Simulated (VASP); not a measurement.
Crystal: Rb.

```
Rb
1.0
     3.21951    0.00000    0.00000
     0.00000    3.21951    0.00000
     0.00000    0.00000    3.21951
Rb
1
Direct
  0.00000 0.00000 0.00000
```

| Item | Value |
| --- | --- |
| Program | VASP 6.6.1 |
| Task | relaxation of cell and atoms |
| Functional | PBE |
| Potentials or basis | VASP PAW PBE potentials, release 64 (Rb_sv) |
| Cutoff | 600 eV |
| k mesh | 10 × 10 × 10 |
| Occupations | fermi-dirac, width 0.08 eV |
| Spin | no spin polarisation |

At the start: pressure 12.4 GPa; volume 33.37 Å³/atom.

Q: Where does the relaxation end?

A: Over 8 steps the energy falls by 1265.2 meV/atom and the volume is 96.89 Å³/atom (+190.4 %); space group Pm-3m (No. 221, to 0.05 Å).

The path:
| step | energy change (eV) | largest force (eV/Å) | pressure (GPa) | volume (Å³) |
| --- | --- | --- | --- | --- |
| 1 | 0.0000 | 0.0000 | 12.36 | 33.37 |
| 2 | -0.7311 | 0.0000 | 5.50 | 47.42 |
| 3 | -1.2338 | 0.0000 | 0.67 | 79.88 |
| 4 | -1.2611 | 0.0000 | 0.20 | 90.26 |
| 5 | -1.2652 | 0.0000 | 0.02 | 96.38 |
| 6 | -1.2651 | 0.0000 | -0.03 | 98.11 |
| 7 | -1.2652 | 0.0000 | -0.02 | 97.75 |
| 8 | -1.2652 | 0.0000 | 0.00 | 96.89 |

Final structure:
```yaml
crystal:
  lattice:
    - [4.59304, 0.00000, 0.00000]
    - [0.00000, 4.59304, 0.00000]
    - [0.00000, 0.00000, 4.59304]
  atoms:
    - { symbol: Rb, position: [0.00000, 0.00000, 0.00000] }
```

Caveat: the volume moved by over 15 % at a fixed basis, so the end points are rough.
